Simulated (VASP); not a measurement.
# MgO (P6_3/mmc) in VASP: a series of runs, part 2 of 2

VASP 6.6.1. The steps go on from the part before.

### Step 4. Single point, PBE

File INCAR:

```
SYSTEM = MgO
PREC = Accurate
ENCUT = 520
EDIFF = 1E-6
ISMEAR = 0
SIGMA = 0.05
LREAL = .False.
LASPH = .True.
NELM = 60
ALGO = Normal
ISIF = 2
LWAVE = .False.
LCHARG = .False.
GGA = PE
NBANDS = 16
```

File KPOINTS:

```
Automatic mesh
0
Gamma
  9 9 6
  0 0 0
```

File POSCAR:

```
MgO
1.0
    3.5213164829      0.0000000000      0.0000000000
   -1.7606582415      3.0495495290      0.0000000000
    0.0000000000      0.0000000000      4.3242000000
Mg O
2 2
Direct
    0.6666666667      0.3333333333      0.7500000000
    0.3333333333      0.6666666667      0.2500000000
    0.6666666667      0.3333333333      0.2500000000
    0.3333333333      0.6666666667      0.7500000000
```

Potentials or basis: VASP PAW PBE potentials, release 64 (Mg, O).

Started as:

```
cat potpaw_PBE.64/Mg/POTCAR potpaw_PBE.64/O/POTCAR > POTCAR
mpirun -np 1 vasp_std > vasp.out
```

OUTCAR:

```text
SYSTEM = MgO
   PREC = Accurate
   ENCUT = 520
   EDIFF = 1E-6
   ISMEAR = 0
   LREAL = .False.
   LASPH = .True.
   NELM = 60
   ISIF = 2
   GGA = PE

 ion  position               nearest neighbor table
   1  0.667  0.333  0.750-   4 2.03   4 2.03   4 2.03   3 2.16   3 2.16   2 2.97   2 2.97   2 2.97
                             2 2.97   2 2.97   2 2.97
   2  0.333  0.667  0.250-   3 2.03   3 2.03   3 2.03   4 2.16   4 2.16   1 2.97   1 2.97   1 2.97
                             1 2.97   1 2.97   1 2.97
   3  0.667  0.333  0.250-   2 2.03   2 2.03   2 2.03   1 2.16   1 2.16
   4  0.333  0.667  0.750-   1 2.03   1 2.03   1 2.03   2 2.16   2 2.16

  LATTYP: Found a hexagonal cell.
 ALAT       =     3.5213164829
 C/A-ratio  =     1.2280066336

  Lattice vectors:

 A1 = (   3.5213164829,   0.0000000000,   0.0000000000)
 A2 = (  -1.7606582415,   3.0495495290,   0.0000000000)
 A3 = (   0.0000000000,   0.0000000000,   4.3242000000)

Analysis of symmetry for initial positions (statically):
=====================================================================
 Subroutine PRICEL returns:
 Original cell was already a primitive cell.

 Routine SETGRP: Setting up the symmetry group for a
 hexagonal supercell.

 Subroutine GETGRP returns: Found 24 space group operations
 (whereof 12 operations were pure point group operations)
 out of a pool of 24 trial point group operations.

The static configuration has the point symmetry D_3d.
 The point group associated with its full space group is D_6h.

Analysis of symmetry for dynamics (positions and initial velocities):
=====================================================================
 Subroutine PRICEL returns:
 Original cell was already a primitive cell.

 Routine SETGRP: Setting up the symmetry group for a
 hexagonal supercell.

 Subroutine GETGRP returns: Found 24 space group operations
 (whereof 12 operations were pure point group operations)
 out of a pool of 24 trial point group operations.

The dynamic configuration has the point symmetry D_3d.
 The point group associated with its full space group is D_6h.

 Subroutine INISYM returns: Found 24 space group operations
 (whereof 12 operations are pure point group operations),
 and found     1 'primitive' translations

----------------------------------------------------------------------------------------

                                     Primitive cell

  volume of cell :      46.4351

  direct lattice vectors                    reciprocal lattice vectors
     3.521316483  0.000000000  0.000000000     0.283984699  0.163958642  0.000000000
    -1.760658242  3.049549529  0.000000000     0.000000000  0.327917284  0.000000000
     0.000000000  0.000000000  4.324200000     0.000000000  0.000000000  0.231256649

  length of vectors
     3.521316483  3.521316483  4.324200000     0.327917284  0.327917284  0.231256649

  position of ions in fractional coordinates (direct lattice)
     0.666666667  0.333333333  0.750000000
     0.333333333  0.666666667  0.250000000
     0.666666667  0.333333333  0.250000000
     0.333333333  0.666666667  0.750000000

  ion indices of the primitive-cell ions
   primitive index   ion index
                 1           1
                 2           2
                 3           3
                 4           4

----------------------------------------------------------------------------------------

 KPOINTS: Automatic mesh

[... 46 lines left out ...]
  0.333333  0.222222  0.166667     24.000000
  0.333333  0.333333  0.166667      4.000000
 [... further k-points ...]
   k-points           NKPTS =     48   k-points in BZ     NKDIM =     48   number of bands    NBANDS=     16
   number of dos      NEDOS =    301   number of ions     NIONS =      4
   total plane-waves  NPLWV =  25088
   dimension x,y,z NGX =    28 NGY =   28 NGZ =   32
   dimension x,y,z NGXF=    56 NGYF=   56 NGZF=   64
   ions per type =               2   2
   NGX,Y,Z   is equivalent  to a cutoff of  13.22, 13.22, 12.30 a.u.
   NGXF,Y,Z  is equivalent  to a cutoff of  26.44, 26.44, 24.61 a.u.
 SYSTEM =  MgO
   PREC   = accura    normal or accurate (medium, high low for compatibility)
   ISTART =      0    job   : 0-new  1-cont  2-samecut
   ICHARG =      2    charge: 1-file 2-atom 10-const
   ISPIN  =      1    spin polarized calculation?
   LNONCOLLINEAR =      F non collinear calculations
   LSORBIT =      F    spin-orbit coupling
   LASPH  =      T    aspherical Exc in radial PAW
   ENCUT  =  520.0 eV  38.22 Ry    6.18 a.u.   6.55  6.55  8.04*2*pi/ulx,y,z
   NELM   =     60;   NELMIN=  2; NELMDL= -5     # of ELM steps
   EDIFF  = 0.1E-05   stopping-criterion for ELM
   LREAL  =      F    real-space projection
   EDIFFG = 0.1E-04   stopping-criterion for IOM
   NSW    =      0    number of steps for IOM
   IBRION =     -1    ionic relax: 0-MD 1-quasi-New 2-CG
   NFREE  =      0    steps in history (QN), initial steepest desc. (CG)
   ISIF   =      2    stress and relaxation
   ISYM   =      2    0-nonsym 1-usesym 2-fastsym
   POTIM  = 0.5000    time-step for ionic-motion
   TEBEG  =    0.0;   TEEND  =   0.0 temperature during run
   PSTRESS=    0.0 pullay stress
   NELECT =      16.0000    total number of electrons
   NUPDOWN=      -1.0000    fix difference up-down
   EMIN   =  10.00;   EMAX   =-10.00  energy-range for DOS
   EFERMI =   0.00;   METHOD = LEGACY
   ISMEAR =     0;   SIGMA  =   0.05  broadening in eV -4-tet -1-fermi 0-gaus
   EFERMI_NEDOS =   21; number of points for ismear=-14 and -15
   IALGO  =     38    algorithm
   IMIX   =      4    mixing-type and parameters
     AMIX     =   0.40;   BMIX     =  1.00
     AMIX_MAG =   1.60;   BMIX_MAG =  1.00
  volume/ion in A,a.u.               =      11.61        78.34
  Fermi-wavevector in a.u.,A,eV,Ry     =   1.147711  2.168860 17.922154  1.317241
  Thomas-Fermi vector in A             =   2.284390
   LORBIT       =      0    0 simple, 1 ext, 2 COOP (PROOUT), +10 PAW based schemes
   GGA     = PE    functional components
   LHFCALC =     F    Hartree Fock is set to
   AEXX    =    0.0000 exact exchange contribution
   IVDW    =     0    specifies the selected vdW correction
   LEPSILON=     F    determine dielectric tensor
   LRPA    =     F    only Hartree local field effects (RPA)
 non-spin polarized calculation
 Gauss-broadening in eV      SIGMA  =   0.05
  energy-cutoff  :      520.00
  volume of cell :       46.44
 maximum number of plane-waves:      1288
 NGX is ok and might be reduce to    28
   NGX = 13   NGY = 13   NGZ = 17

 number of electron      15.9999990 magnetization

 Free energy of the ion-electron system (eV)
  ---------------------------------------------------
  ext. energy  EPLUGINS =         0.00000000
  ---------------------------------------------------
  free energy    TOTEN  =       -23.65993758 eV

  energy without entropy =      -23.65993758  energy(sigma->0) =      -23.65993758

 E-fermi :   1.9507     XC(G=0):  -9.8423

 val. band max:        1.6999392884   @ k =   0.0000   0.0000   0.0000
 cond. band min:       4.8288207791   @ k =   0.0000   0.0000   0.0000
 fundamental gap:      3.1288814908
 Fermi energy:         1.9506687078

 k-point     1 :       0.0000    0.0000    0.0000
  band No.  band energies     occupation
      1     -15.0337      2.00000
      2     -13.8080      2.00000
      3      -1.8251      2.00000
      4       0.0666      2.00000
      5       0.0666      2.00000
      6       0.9001      2.00000
[... 433 lines left out ...]
      3      -1.6189      2.00000
      4      -1.0124      2.00000
      5      -1.0124      2.00000
      6       0.5111      2.00000
[... 8 lines left out ...]
     15      15.2707      0.00000
     16      17.6601      0.00000

 [... further k-points ...]

------------------------ aborting loop because EDIFF is reached ----------------------------------------

  FORCE on cell =-STRESS in cart. coord.  units (eV):
  Direction    XX          YY          ZZ          XY          YZ          ZX
  --------------------------------------------------------------------------------------
  -------------------------------------------------------------------------------------
  Total       -0.5691993     -0.5691993     -1.3949135      0.0000000      0.0000000     -0.0000000
  in kB      -19.6394082    -19.6394082    -48.1294977      0.0000000      0.0000000     -0.0000000
  external PRESSURE =     -29.1361047 kB  Pullay stress =       0.0000000 kB

 VOLUME and BASIS-vectors are now :
 -----------------------------------------------------------------------------
  energy-cutoff  :      520.00
  volume of cell :       46.44
      direct lattice vectors                 reciprocal lattice vectors
     3.521316483  0.000000000  0.000000000     0.283984699  0.163958642  0.000000000
    -1.760658242  3.049549529  0.000000000     0.000000000  0.327917284  0.000000000
     0.000000000  0.000000000  4.324200000     0.000000000  0.000000000  0.231256649

 POSITION                                       TOTAL-FORCE (eV/Angst)
 -----------------------------------------------------------------------------------
      1.76066      1.01652      3.24315        -0.000000      0.000000      0.000000
     -0.00000      2.03303      1.08105         0.000000     -0.000000      0.000000
      1.76066      1.01652      1.08105        -0.000000      0.000000     -0.000000
     -0.00000      2.03303      3.24315         0.000000     -0.000000      0.000000
 -----------------------------------------------------------------------------------
    total drift:                               -0.000000      0.000000     -0.000000

  FREE ENERGIE OF THE ION-ELECTRON SYSTEM (eV)
  ---------------------------------------------------
  free  energy   TOTEN  =       -23.6599375811 eV

  energy  without entropy=      -23.6599375811  energy(sigma->0) =      -23.65993758
```

OSZICAR:

```text
N       E                     dE             d eps       ncg     rms          rms(c)
DAV:   1     0.600676391810E+02    0.60068E+02   -0.73961E+03  1536   0.879E+02
DAV:   2    -0.235616396120E+02   -0.83629E+02   -0.76121E+02  2160   0.193E+02
DAV:   3    -0.275911834752E+02   -0.40295E+01   -0.40156E+01  1744   0.443E+01
DAV:   4    -0.276081032315E+02   -0.16920E-01   -0.16919E-01  1824   0.333E+00
DAV:   5    -0.276081874893E+02   -0.84258E-04   -0.84257E-04  1728   0.227E-01    0.111E+01
DAV:   6    -0.237301034292E+02    0.38781E+01   -0.10650E+01  1608   0.249E+01    0.371E+00
DAV:   7    -0.236765009560E+02    0.53602E-01   -0.16211E-01  1560   0.328E+00    0.213E+00
DAV:   8    -0.236618908070E+02    0.14610E-01   -0.10235E-01  1568   0.340E+00    0.540E-01
DAV:   9    -0.236589640283E+02    0.29268E-02   -0.69170E-03  1888   0.751E-01    0.116E-01
DAV:  10    -0.236599151025E+02   -0.95107E-03   -0.91673E-04  1536   0.211E-01    0.320E-02
DAV:  11    -0.236599392850E+02   -0.24183E-04   -0.29836E-05  1672   0.386E-02    0.220E-02
DAV:  12    -0.236599379612E+02    0.13238E-05   -0.10506E-05  1560   0.255E-02    0.483E-03
DAV:  13    -0.236599375811E+02    0.38006E-06   -0.11814E-06  1360   0.838E-03
   1 F= -.23659938E+02 E0= -.23659938E+02  d E =-.696543E-15
```

stdout:

```text
POSCAR found type information on POSCAR MgO
 POSCAR found :  2 types and       4 ions
 scaLAPACK will be used
 LDA part: xc-table for (Slater+PW92), standard interpolation
 POSCAR, INCAR and KPOINTS ok, starting setup
 FFT: planning ... GRIDC
 FFT: planning ... GRID_SOFT
 FFT: planning ... GRID
 WAVECAR not read
 entering main loop
```

It took 42 s on 1 thread of Intel Xeon 8259CL, shared host; peak memory 0.18 GiB.

Results:

```
Free energy            : -23.6599 eV
Pressure               : -2.9 GPa
Band gap on the k mesh : 3.13 eV, direct
```

Levels at points of the mesh, in eV from the valence-band top:
```csv
k point,band 5,band 6,band 7,band 8,band 9,band 10,band 11,band 12
"(0.00, 0.00, 0.00)",-1.63,-0.80,-0.80,0.00,3.13,8.94,11.58,12.30
"(0.00, 0.00, 0.50)",-1.23,-1.23,-1.23,-1.23,6.12,6.12,12.66,12.66
```

### Step 5. Overview

```tsv
cell	gap on the mesh (eV)	pressure (GPa)
a = 3.486, b = 3.486, c = 4.409 Å, angles 90.0, 90.0, 120.0°, 4 atoms	3.09	-2.5
a = 3.627, b = 3.627, c = 4.070 Å, angles 90.0, 90.0, 120.0°, 4 atoms	3.28	-1.2
a = 3.521, b = 3.521, c = 4.324 Å, angles 90.0, 90.0, 120.0°, 4 atoms	3.13	-2.9
```

Alike in all rows: task single point; level PBE; potentials or basis VASP PAW PBE potentials, release 64 (Mg, O); no spin polarisation; k mesh 9 × 9 × 6; cutoff (eV) 520; smearing gaussian 0.05 eV.

Total energies depend on the potentials used, so only differences within one code and one set of settings carry meaning.
